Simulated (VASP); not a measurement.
# Y3NbO in VASP: single point with PBE

Aim: the single point of Y3NbO with PBE.

Program: VASP 6.6.1. These are calculated values, not measurements. Logs are shortened: lines on timing, memory, paths and dates and some standing lists are left out, and cuts for length are marked.

### Step 1. The cell of the first run

The typed cell holds 5 atoms: a = 6.644 Å, b = 6.644 Å, c = 3.833 Å, α = 90.00°, β = 90.00°, γ = 120.00°.

The cell was built from a structure type or drawn by symmetry, and may not be a known phase.

### Step 2. Single point, PBE

INCAR

```
SYSTEM = Y3NbO
PREC = Accurate
ENCUT = 520
EDIFF = 1E-6
ISMEAR = 0
SIGMA = 0.1
LREAL = .False.
LASPH = .True.
NELM = 100
ALGO = Normal
ISIF = 2
LWAVE = .False.
LCHARG = .False.
GGA = PE
NBANDS = 34
```

KPOINTS

```
regular mesh
0
Gamma
  6 6 4
  0 0 0
```

POSCAR

```
Y3NbO
1.0
    6.6435997538     -0.0000000038      0.0000000000
   -3.3217998736      5.7535261613      0.0000000000
    0.0000000000      0.0000000000      3.8333145921
Y Nb O
3 1 1
Direct
    0.5000625615      0.0000000000      0.5000000000
    0.0000000000      0.5000625615      0.5000000000
    0.4999374385      0.4999374385      0.5000000000
    0.0000000000      0.0000000000      0.5000000000
    0.0000000000      0.0000000000      0.0000000000
```

Potentials or basis: VASP PAW PBE potentials, release 64 (Y_sv, Nb_sv, O).

On the command line:

```
cat potpaw_PBE.64/Y_sv/POTCAR potpaw_PBE.64/Nb_sv/POTCAR potpaw_PBE.64/O/POTCAR > POTCAR
mpirun -np 1 vasp_std > vasp.out
```

OUTCAR:

```text
SYSTEM = Y3NbO
   PREC = Accurate
   ENCUT = 520
   EDIFF = 1E-6
   ISMEAR = 0
   LREAL = .False.
   LASPH = .True.
   NELM = 100
   ISIF = 2
   GGA = PE

 ion  position               nearest neighbor table
   1  0.500  0.000  0.500-   4 3.32   3 3.32   3 3.32   2 3.32   2 3.32   4 3.32
   2  0.000  0.500  0.500-   4 3.32   3 3.32   3 3.32   1 3.32   1 3.32   4 3.32
   3  0.500  0.500  0.500-   4 3.32   2 3.32   2 3.32   1 3.32   1 3.32   4 3.32
   4  0.000  0.000  0.500-   5 1.92   5 1.92   1 3.32   2 3.32   3 3.32   1 3.32   2 3.32   3 3.32

   5  0.000  0.000  0.000-   4 1.92   4 1.92

  LATTYP: Found a hexagonal cell.
 ALAT       =     6.6435997538
 C/A-ratio  =     0.5769936080

  Lattice vectors:

 A1 = (   6.6435997538,  -0.0000000038,   0.0000000000)
 A2 = (  -3.3217998736,   5.7535261613,   0.0000000000)
 A3 = (   0.0000000000,   0.0000000000,   3.8333145921)

Analysis of symmetry for initial positions (statically):
=====================================================================
 Subroutine PRICEL returns:
 Original cell was already a primitive cell.

 Routine SETGRP: Setting up the symmetry group for a
 hexagonal supercell.

 Subroutine GETGRP returns: Found 12 space group operations
 (whereof 12 operations were pure point group operations)
 out of a pool of 24 trial point group operations.

The static configuration has the point symmetry D_3h.

Analysis of symmetry for dynamics (positions and initial velocities):
=====================================================================
 Subroutine PRICEL returns:
 Original cell was already a primitive cell.

 Routine SETGRP: Setting up the symmetry group for a
 hexagonal supercell.

 Subroutine GETGRP returns: Found 12 space group operations
 (whereof 12 operations were pure point group operations)
 out of a pool of 24 trial point group operations.

The dynamic configuration has the point symmetry D_3h.

 Subroutine INISYM returns: Found 12 space group operations
 (whereof 12 operations are pure point group operations),
 and found     1 'primitive' translations

----------------------------------------------------------------------------------------

                                     Primitive cell

  volume of cell :     146.5251

  direct lattice vectors                    reciprocal lattice vectors
     6.643599754 -0.000000004  0.000000000     0.150520808  0.086903229  0.000000000
    -3.321799874  5.753526161  0.000000000     0.000000000  0.173806458  0.000000000
     0.000000000  0.000000000  3.833314592     0.000000000  0.000000000  0.260870841

  length of vectors
     6.643599754  6.643599754  3.833314592     0.173806458  0.173806458  0.260870841

  position of ions in fractional coordinates (direct lattice)
     0.500062562  0.000000000  0.500000000
     0.000000000  0.500062562  0.500000000
     0.499937438  0.499937438  0.500000000
     0.000000000  0.000000000  0.500000000
     0.000000000  0.000000000  0.000000000

  ion indices of the primitive-cell ions
   primitive index   ion index
                 1           1
                 2           2
                 3           3
                 4           4
                 5           5

----------------------------------------------------------------------------------------

 KPOINTS: regular mesh

Automatic generation of k-mesh.
 Grid dimensions read from file:
 generate k-points for:    6    6    4

 Generating k-lattice:

  Cartesian coordinates                     Fractional coordinates (reciprocal lattice)
     0.025086801  0.014483871  0.000000000     0.166666667  0.000000000  0.000000000
     0.000000000  0.028967743  0.000000000     0.000000000  0.166666667  0.000000000
     0.000000000  0.000000000  0.065217710     0.000000000  0.000000000  0.250000000

  Length of vectors
     0.028967743  0.028967743  0.065217710

  Shift w.r.t. Gamma in fractional coordinates (k-lattice)
     0.000000000  0.000000000  0.000000000

 Subroutine IBZKPT returns following result:
 ===========================================

 Found     21 irreducible k-points:

 Following reciprocal coordinates:
            Coordinates               Weight
  0.000000  0.000000  0.000000      1.000000
  0.166667  0.000000  0.000000      6.000000
  0.333333  0.000000  0.000000      6.000000
  0.500000  0.000000  0.000000      3.000000
  0.166667  0.166667  0.000000      6.000000
  0.333333  0.166667  0.000000     12.000000
[... 13 lines left out ...]
  0.333333  0.166667  0.500000     12.000000
  0.333333  0.333333  0.500000      2.000000
   k-points           NKPTS =     21   k-points in BZ     NKDIM =     21   number of bands    NBANDS=     34
   number of dos      NEDOS =    301   number of ions     NIONS =      5
   total plane-waves  NPLWV =  75000
   dimension x,y,z NGX =    50 NGY =   50 NGZ =   30
   dimension x,y,z NGXF=   100 NGYF=  100 NGZF=   60
   ions per type =               3   1   1
   NGX,Y,Z   is equivalent  to a cutoff of  12.51, 12.51, 13.01 a.u.
   NGXF,Y,Z  is equivalent  to a cutoff of  25.02, 25.02, 26.02 a.u.
 SYSTEM =  Y3NbO
   PREC   = accura    normal or accurate (medium, high low for compatibility)
   ISTART =      0    job   : 0-new  1-cont  2-samecut
   ICHARG =      2    charge: 1-file 2-atom 10-const
   ISPIN  =      1    spin polarized calculation?
   LNONCOLLINEAR =      F non collinear calculations
   LSORBIT =      F    spin-orbit coupling
   LASPH  =      T    aspherical Exc in radial PAW
   ENCUT  =  520.0 eV  38.22 Ry    6.18 a.u.  12.35 12.35  7.13*2*pi/ulx,y,z
   NELM   =    100;   NELMIN=  2; NELMDL= -5     # of ELM steps
   EDIFF  = 0.1E-05   stopping-criterion for ELM
   LREAL  =      F    real-space projection
   EDIFFG = 0.1E-04   stopping-criterion for IOM
   NSW    =      0    number of steps for IOM
   IBRION =     -1    ionic relax: 0-MD 1-quasi-New 2-CG
   NFREE  =      0    steps in history (QN), initial steepest desc. (CG)
   ISIF   =      2    stress and relaxation
   ISYM   =      2    0-nonsym 1-usesym 2-fastsym
   POTIM  = 0.5000    time-step for ionic-motion
   TEBEG  =    0.0;   TEEND  =   0.0 temperature during run
   PSTRESS=    0.0 pullay stress
   NELECT =      52.0000    total number of electrons
   NUPDOWN=      -1.0000    fix difference up-down
   EMIN   =  10.00;   EMAX   =-10.00  energy-range for DOS
   EFERMI =   0.00;   METHOD = LEGACY
   ISMEAR =     0;   SIGMA  =   0.10  broadening in eV -4-tet -1-fermi 0-gaus
   EFERMI_NEDOS =   21; number of points for ismear=-14 and -15
   IALGO  =     38    algorithm
   IMIX   =      4    mixing-type and parameters
     AMIX     =   0.40;   BMIX     =  1.00
     AMIX_MAG =   1.60;   BMIX_MAG =  1.00
  volume/ion in A,a.u.               =      29.31       197.76
  Fermi-wavevector in a.u.,A,eV,Ry     =   1.159058  2.190303 18.278286  1.343416
  Thomas-Fermi vector in A             =   2.295655
   LORBIT       =      0    0 simple, 1 ext, 2 COOP (PROOUT), +10 PAW based schemes
   GGA     = PE    functional components
   LHFCALC =     F    Hartree Fock is set to
   AEXX    =    0.0000 exact exchange contribution
   IVDW    =     0    specifies the selected vdW correction
   LEPSILON=     F    determine dielectric tensor
   LRPA    =     F    only Hartree local field effects (RPA)
 non-spin polarized calculation
 Gauss-broadening in eV      SIGMA  =   0.10
  energy-cutoff  :      520.00
  volume of cell :      146.53
 maximum number of plane-waves:      3987
 NGX is ok and might be reduce to    50
   NGX = 25   NGY = 25   NGZ = 15

 number of electron      52.0000001 magnetization

 Free energy of the ion-electron system (eV)
  ---------------------------------------------------
  ext. energy  EPLUGINS =         0.00000000
  ---------------------------------------------------
  free energy    TOTEN  =       -34.67951308 eV

  energy without entropy =      -34.63824276  energy(sigma->0) =      -34.65887792

 E-fermi :   3.4246     XC(G=0):  -9.2053

 val. band max:        3.4224398514   @ k =   0.1667   0.1667   0.5000
 cond. band min:       3.4400120937   @ k =   0.3333   0.0000   0.2500
 fundamental gap:      0.0175722423
 Fermi energy:         3.4245553452

 k-point     1 :       0.0000    0.0000    0.0000
  band No.  band energies     occupation
      1     -51.9533      2.00000
      2     -39.6747      2.00000
      3     -39.5947      2.00000
      4     -39.5947      2.00000
      5     -28.5909      2.00000
      6     -27.8222      2.00000
[... 26 lines left out ...]
     33       4.7039      0.00000
     34       5.4287      0.00000

 k-point     2 :       0.1667    0.0000    0.0000
  band No.  band energies     occupation
      1     -51.9532      2.00000
      2     -39.6701      2.00000
      3     -39.5995      2.00000
      4     -39.5947      2.00000
      5     -28.5909      2.00000
      6     -27.8219      2.00000
[... 26 lines left out ...]
     33       4.7968      0.00000
     34       5.1220      0.00000

 k-point     3 :       0.3333    0.0000    0.0000
  band No.  band energies     occupation
      1     -51.9532      2.00000
      2     -39.6581      2.00000
      3     -39.6118      2.00000
      4     -39.5948      2.00000
      5     -28.5909      2.00000
      6     -27.8213      2.00000
[... 26 lines left out ...]
     33       4.5904      0.00000
     34       4.9769      0.00000

 k-point     4 :       0.5000    0.0000    0.0000
  band No.  band energies     occupation
      1     -51.9532      2.00000
      2     -39.6484      2.00000
      3     -39.6216      2.00000
      4     -39.5948      2.00000
      5     -28.5909      2.00000
      6     -27.8210      2.00000
[... 26 lines left out ...]
     33       4.4133      0.00000
     34       5.1237      0.00000

 k-point     5 :       0.1667    0.1667    0.0000
  band No.  band energies     occupation
      1     -51.9532      2.00000
      2     -39.6616      2.00000
      3     -39.6082      2.00000
      4     -39.5947      2.00000
      5     -28.5909      2.00000
      6     -27.8213      2.00000
[... 510 lines left out ...]
 k-point    19 :       0.1667    0.1667    0.5000
  band No.  band energies     occupation
      1     -51.9477      2.00000
      2     -39.6526      2.00000
      3     -39.5997      2.00000
      4     -39.5863      2.00000
      5     -28.8739      2.00000
      6     -27.8108      2.00000
[... 26 lines left out ...]
     33       5.5493      0.00000
     34       5.5747      0.00000

 k-point    20 :       0.3333    0.1667    0.5000
  band No.  band energies     occupation
      1     -51.9477      2.00000
      2     -39.6395      2.00000
      3     -39.6130      2.00000
      4     -39.5863      2.00000
      5     -28.8739      2.00000
      6     -27.8101      2.00000
[... 26 lines left out ...]
     33       4.8623      0.00000
     34       6.1938      0.00000

 k-point    21 :       0.3333    0.3333    0.5000
  band No.  band energies     occupation
      1     -51.9477      2.00000
      2     -39.6263      2.00000
      3     -39.6263      2.00000
      4     -39.5863      2.00000
      5     -28.8739      2.00000
      6     -27.8091      2.00000
[... 26 lines left out ...]
     33       4.5602      0.00000
     34       6.1388      0.00000

------------------------ aborting loop because EDIFF is reached ----------------------------------------

  FORCE on cell =-STRESS in cart. coord.  units (eV):
  Direction    XX          YY          ZZ          XY          YZ          ZX
  --------------------------------------------------------------------------------------
  -------------------------------------------------------------------------------------
  Total       -0.0747737     -0.0747737     -0.1774413     -0.0000000     -0.0000000     -0.0000000
  in kB       -0.8176119     -0.8176119     -1.9402308     -0.0000000     -0.0000000     -0.0000000
  external PRESSURE =      -1.1918182 kB  Pullay stress =       0.0000000 kB

 VOLUME and BASIS-vectors are now :
 -----------------------------------------------------------------------------
  energy-cutoff  :      520.00
  volume of cell :      146.53
      direct lattice vectors                 reciprocal lattice vectors
     6.643599754 -0.000000004  0.000000000     0.150520808  0.086903229  0.000000000
    -3.321799874  5.753526161  0.000000000     0.000000000  0.173806458  0.000000000
     0.000000000  0.000000000  3.833314592     0.000000000  0.000000000  0.260870841

 POSITION                                       TOTAL-FORCE (eV/Angst)
 -----------------------------------------------------------------------------------
      3.32222     -0.00000      1.91666        -0.000363      0.000000     -0.000000
     -1.66111      2.87712      1.91666         0.000181     -0.000314      0.000000
      1.66069      2.87640      1.91666         0.000181      0.000314      0.000000
      0.00000      0.00000      1.91666        -0.000000     -0.000000      0.000000
      0.00000      0.00000      0.00000        -0.000000     -0.000000      0.000000
 -----------------------------------------------------------------------------------
    total drift:                               -0.000000     -0.000000      0.000000

  FREE ENERGIE OF THE ION-ELECTRON SYSTEM (eV)
  ---------------------------------------------------
  free  energy   TOTEN  =       -34.6795130775 eV

  energy  without entropy=      -34.6382427595  energy(sigma->0) =      -34.65887792
```

Wall time 4.7 min (1 thread of Intel Xeon 8259CL, shared host); peak memory 0.33 GiB.

What came out:

```yaml
Free_energy: -34.6795 eV
Pressure: -0.1 GPa
Band_gap_on_the_k_mesh: zero (bands 26 and 27 overlap by 0.54 eV)
```

Levels at points of the mesh, in eV from the Fermi level:
```
           k point  band 22  band 23  band 24  band 25  band 26  band 27  band 28  band 29  band 30  band 31
(0.00, 0.00, 0.00)    -2.03    -2.03    -1.96    -0.48    -0.01    -0.01     0.43     0.43     1.03     1.19
(0.50, 0.00, 0.00)    -2.49    -0.97    -0.76    -0.40    -0.28    -0.12     0.11     0.14     0.34     0.80
(0.00, 0.00, 0.50)    -1.52    -1.52    -1.38    -1.30    -0.31     0.31     0.31     1.42     1.42     3.00
(0.50, 0.00, 0.50)    -1.33    -0.93    -0.36    -0.34    -0.34    -0.14     0.25     0.66     0.92     0.94
```

Caveat: the k points lie up to 0.41 Å⁻¹ apart, too coarse for converged energies and pressures of a metal.
